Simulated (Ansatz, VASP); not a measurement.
**Ni in VASP and in Ansatz**

Contents of INCAR:

```
SYSTEM = Ni
ALGO = Normal
EDIFF = 1E-7
ENCUT = 520
GGA = PE
ISIF = 2
ISMEAR = 1
ISPIN = 2
LASPH = .TRUE.
LCHARG = .FALSE.
LMAXMIX = 4
LORBIT = 11
LREAL = .FALSE.
LWAVE = .FALSE.
MAGMOM = 0.672
NBANDS = 15
NELM = 150
PREC = Accurate
SIGMA = 1.0
```

Contents of KPOINTS:

```
k-points
0
G
  15 15 15
  0 0 0
```

File POSCAR:

```
Ni
1.0
    0.0000000000      1.7596893266      1.7596893266
    1.7596893266      0.0000000000      1.7596893266
    1.7596893266      1.7596893266      0.0000000000
Ni
1
Direct
    0.0000000000      0.0000000000      0.0000000000
```

Input for Ansatz:

```yaml
crystal:
  lattice:
    - [0.0, 1.7596893266, 1.7596893266]
    - [1.7596893266, 0.0, 1.7596893266]
    - [1.7596893266, 1.7596893266, 0.0]
  atoms:
    - { symbol: Ni, position: [0.0, 0.0, 0.0], spin: 0.672 }
hamiltonian:
  xc: pbe
  pseudopotentials:
    kind: paw
    azcp:
      Ni: "pseudopotentials/Ni.paw.azcp"
basis:
  ecutwfc: 420
  fft_grid_basis: typed
kpoints:
  mp_grid: { grid: [15, 15, 15], shift: [0, 0, 0] }
magnetization:
  spin_polarized: true
scf:
  occupations: { method: methfessel_paxton, width: 1.0 }
  lower_state_search: "off"
output:
  stress: true
```

Alike in both runs: task single point; functional PBE; k mesh 15 × 15 × 15; occupations methfessel-paxton of order 1, width 1 eV; collinear spin.

|  | VASP | Ansatz |
| --- | --- | --- |
| version | VASP 6.6.1 | Ansatz 0.2.0 |
| potentials or method | VASP PAW PBE potentials, release 64 (Ni), cutoff 520 eV | plane waves (420 eV) with PAW, scalar-relativistic |
| valence electrons in the cell | 10 | 18 |

```tsv
	VASP	Ansatz	Ansatz less VASP
pressure (GPa)	-1.0	-0.9	+0.15
net moment per atom (μB)	0.43	0.47	+0.043
size of the moment on the site where the two differ most (μB)	0.43	0.50	+0.063
```

Site moments also hang on the region over which each program counts them. VASP's potentials hold 10 valence electrons a cell and Ansatz's 18, so a difference there can come from the potentials and not from the codes. Ansatz's warnings: stability check not made.
